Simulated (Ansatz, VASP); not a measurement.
This is a calculation of TiSi2 for VASP 6.6.1.

The input INCAR:

```
SYSTEM = TiSi2
PREC     = Accurate       ! precision mode
ENCUT    = 520            ! plane-wave cutoff, eV
EDIFF    = 1E-7           ! SCF threshold, eV
ISMEAR   = -1             ! smearing method
SIGMA    = 0.05           ! smearing width, eV
LREAL    = .FALSE.        ! projectors in reciprocal space
LASPH    = .TRUE.         ! aspherical terms in the spheres
NELM     = 80             ! most SCF steps
ALGO     = Normal         ! electronic algorithm
ISIF     = 2              ! what is computed and relaxed
LWAVE    = .FALSE.        ! write WAVECAR
LCHARG   = .FALSE.        ! write CHGCAR
GGA      = CA             ! functional
NBANDS   = 29             ! bands
```

KPOINTS

```
Automatic mesh
0
G
  8 8 8
  0 0 0
```

The input POSCAR:

```
TiSi2
1.0
    1.7767948029     -6.8040462934      0.0000000000
    1.7767948029      6.8040462934      0.0000000000
    0.0000000000      0.0000000000      3.5887850817
Ti Si
2 4
Direct
    0.1031180800      0.8968819200      0.2500000000
    0.8968819200      0.1031180800      0.7500000000
    0.7503148200      0.2496851800      0.2500000000
    0.2496851800      0.7503148200      0.7500000000
    0.4417485500      0.5582514500      0.2500000000
    0.5582514500      0.4417485500      0.7500000000
```

Potentials or basis: VASP PAW LDA potentials, release 64 (Ti_sv, Si).

The run is started by

```console
$ cat potpaw_LDA.64/Ti_sv/POTCAR potpaw_LDA.64/Si/POTCAR > POTCAR
$ mpirun -np 1 vasp_std > vasp.out
```

Task: Translate it to Ansatz 0.2.0. Potentials there: Ansatz PAW.

Result: As run (the cutoff follows the program's own potentials):

Contents of input.yaml:

```yaml
crystal:
  lattice:
    - [1.7767948029, -6.8040462934, 0.0]
    - [1.7767948029, 6.8040462934, 0.0]
    - [0.0, 0.0, 3.5887850817]
  atoms:
    - { symbol: Ti, position: [0.10311808, 0.89688192, 0.25] }
    - { symbol: Ti, position: [0.89688192, 0.10311808, 0.75] }
    - { symbol: Si, position: [0.75031482, 0.24968518, 0.25] }
    - { symbol: Si, position: [0.24968518, 0.75031482, 0.75] }
    - { symbol: Si, position: [0.44174855, 0.55825145, 0.25] }
    - { symbol: Si, position: [0.55825145, 0.44174855, 0.75] }
hamiltonian:
  xc: lda
  pseudopotentials: { kind: paw }
kpoints:
  mp_grid: { grid: [8, 8, 8] }
scf:
  occupations: { method: fermi_dirac, width: 0.05 }
output:
  forces: true
  stress: true
  eigenvalues: true
```

Potentials or basis: Ansatz PAW.

The run is started by

```sh
$ ansatz run input.yaml --threads 1 --pin off --max-ram 3584MiB --backend cpu --events-out ev --progress --plain --runs-dir out
```

Both were run:

|  | VASP | Ansatz | Ansatz less VASP |
| --- | --- | --- | --- |
| gap on the k mesh at the Fermi level (eV) | none | none | - |
| pressure (GPa) | -7.7 | -7.9 | -0.17 |
| traceless stress, the component that is largest in VASP (GPa) | 0.49 | 0.51 | +0.020 |
| rms of the force components (eV/Å) | 0.035 | 0.036 | +0.0016 |

LDA's correlation is that of Perdew and Zunger in VASP and of Perdew and Wang (1992) in Ansatz. Atom by atom the forces differ by 0.002 eV/Å (rms over components). A gap of «none» marks a metal or a gap that the smearing closes.
